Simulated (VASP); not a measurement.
A run of VASP 6.6.1 is set up as follows.

INCAR

```
SYSTEM = InSe2
PREC     = Accurate       ! precision mode
ENCUT    = 520            ! plane-wave cutoff, eV
EDIFF    = 1E-7           ! SCF threshold, eV
ISMEAR   = 0              ! smearing method
SIGMA    = 0.1            ! smearing width, eV
LREAL    = .FALSE.        ! projectors in reciprocal space
LASPH    = .TRUE.         ! aspherical terms in the spheres
NELM     = 60             ! most SCF steps
ALGO     = Normal         ! electronic algorithm
ISIF     = 2              ! what is computed and relaxed
LWAVE    = .FALSE.        ! write WAVECAR
LCHARG   = .FALSE.        ! write CHGCAR
GGA      = PE             ! functional
NBANDS   = 34             ! bands
```

File KPOINTS:

```
Automatic mesh
0
Gamma
  6 6 4
  0.5 0.5 0.5
```

The input POSCAR:

```
InSe2
1.0
    3.8948930000      0.0000000000      0.0000000000
    0.0000000000      3.8948930000      0.0000000000
    0.0000000000      0.0000000000      9.6262310000
In Se
2 4
Direct
    0.0000000000      0.5000000000      0.7064680000
    0.5000000000      0.0000000000      0.2935320000
    0.0000000000      0.5000000000      0.3662120000
    0.5000000000      0.0000000000      0.6337880000
    0.0000000000      0.0000000000      0.0000000000
    0.5000000000      0.5000000000      0.0000000000
```

Potentials or basis: VASP PAW PBE potentials, release 64 (In_d, Se).

Launch:

```bash
$ cat potpaw_PBE.64/In_d/POTCAR potpaw_PBE.64/Se/POTCAR > POTCAR
$ mpirun -np 1 vasp_std > vasp.out
```

Problem. Predict the band gap on the k mesh.

Solution. Zero (bands 25 and 26 overlap by 1.07 eV).

Problem. What does it give for the pressure?

Solution. 0.0 GPa.

Problem. Predict the largest force.

Solution. 0.088 eV/Å.

Stress tensor (GPa, compression positive):
```
-0.17  0.00  0.00
 0.00 -0.17  0.00
 0.00  0.00  0.40
```

Caveat: spin-orbit coupling is left out, which moves the levels of the heavy elements.
